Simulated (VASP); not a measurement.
Here is a VASP 6.6.1 calculation.

File INCAR:

```
SYSTEM = Si5GeC6
ALGO = Normal
EDIFF = 1E-7
EDIFFG = -0.01
ENCUT = 600
GGA = PE
IBRION = 2
ISIF = 3
ISMEAR = 0
LASPH = .TRUE.
LCHARG = .FALSE.
LREAL = .FALSE.
LWAVE = .FALSE.
NELM = 60
NSW = 100
PREC = Accurate
SIGMA = 0.02
```

File KPOINTS:

```
k-points
0
G
  12 12 2
  0 0 0
```

Contents of POSCAR:

```
Si5GeC6
1.0
    3.1189135581      0.0000000000      0.0000000000
   -1.5594567790      2.7010583735      0.0000000000
    0.0000000000      0.0000000000     15.3712391686
Si Ge C
5 1 6
Direct
    0.3333333333      0.6666666667      0.0052923647
    0.3333333333      0.6666666667      0.3350850951
    0.3333333333      0.6666666667      0.6645865206
    0.6666666667      0.3333333333      0.1702110810
    0.6666666667      0.3333333333      0.4999307831
    0.6666666667      0.3333333333      0.8344502070
    0.3333333333      0.6666666667      0.1295309878
    0.3333333333      0.6666666667      0.4592341691
    0.3333333333      0.6666666667      0.7878888864
    0.6666666667      0.3333333333      0.2944128022
    0.6666666667      0.3333333333      0.6240986656
    0.6666666667      0.3333333333      0.9652784174
```

Potentials or basis: VASP PAW PBE potentials, release 64 (Si, Ge_d, C).

Command:

```console
$ cat potpaw_PBE.64/Si/POTCAR potpaw_PBE.64/Ge_d/POTCAR potpaw_PBE.64/C/POTCAR > POTCAR
$ mpirun -np 1 vasp_std > vasp.out
```

(1) Predict the space group after relaxing (to 0.1 Å).

(2) Estimate the relaxed cell.

Results:

(1) P3m1 (No. 156).

(2) a = 3.117 Å, b = 3.117 Å, c = 15.361 Å, α = 90.00°, β = 90.00°, γ = 120.00°.
